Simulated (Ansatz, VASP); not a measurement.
## Ti: VASP beside Ansatz

INCAR

```
PREC = Accurate
ENCUT = 520
EDIFF = 1E-6
ISMEAR = 0
SIGMA = 0.15
LREAL = False
LASPH = True
NELM = 80
ALGO = Fast
ISIF = 2
LWAVE = False
LCHARG = True
GGA = CA
LELF = True
LVHAR = True
NBANDS = 12
```

KPOINTS

```
Automatic mesh
0
Gamma
  22 22 22
```

Contents of POSCAR:

```
Ti
1.0
    0.0000000000      1.9233220089      2.0777647663
    1.9233220089      0.0000000000      2.0777647663
    1.9233220089      1.9233220089      0.0000000000
Ti
1
Direct
    0.0000000000      0.0000000000      0.0000000000
```

Input for Ansatz:

```yaml
crystal:
  lattice:
    - [0.0, 1.9233220089, 2.0777647663]
    - [1.9233220089, 0.0, 2.0777647663]
    - [1.9233220089, 1.9233220089, 0.0]
  atoms:
    - { symbol: Ti, position: [0.0, 0.0, 0.0] }
basis:
  ecutwfc: 520.0
kpoints:
  mp_grid: { grid: [22, 22, 22] }
hamiltonian:
  xc: lda
  pseudopotentials: { kind: paw, azcp: { folder: soft_1 } }
scf:
  occupations: { method: gaussian, width: 0.15 }
output:
  forces: true
  stress: true
  eigenvalues: true
```

Alike in both runs: task single point; functional LDA; k mesh 22 × 22 × 22; occupations gaussian, width 0.15 eV; no spin polarisation.

```csv
,VASP,Ansatz
version,VASP 6.6.1,Ansatz 0.2.0
potentials or method,"VASP PAW LDA potentials, release 64 (Ti_sv), cutoff 520 eV","scalar-relativistic, plane waves, PAW"
valence electrons in the cell,12,12
```

VASP gave:

| Quantity | Value |
| --- | --- |
| gap on the k mesh at the Fermi level (eV) | none |
| pressure (GPa) | 5.1 |
| traceless stress, the component that is largest in VASP (GPa) | -1.34 |

**Question.** Estimate Ansatz's values.

**Answer.** gap on the k mesh at the Fermi level (eV): none; pressure (GPa): 5.3; traceless stress, the component that is largest in VASP (GPa): -1.30.

Ansatz warns that its potentials were made for another functional, while VASP's fit it. LDA's correlation is that of Perdew and Zunger in VASP and of Perdew and Wang (1992) in Ansatz. A gap of «none» marks a metal or a gap that the smearing closes.
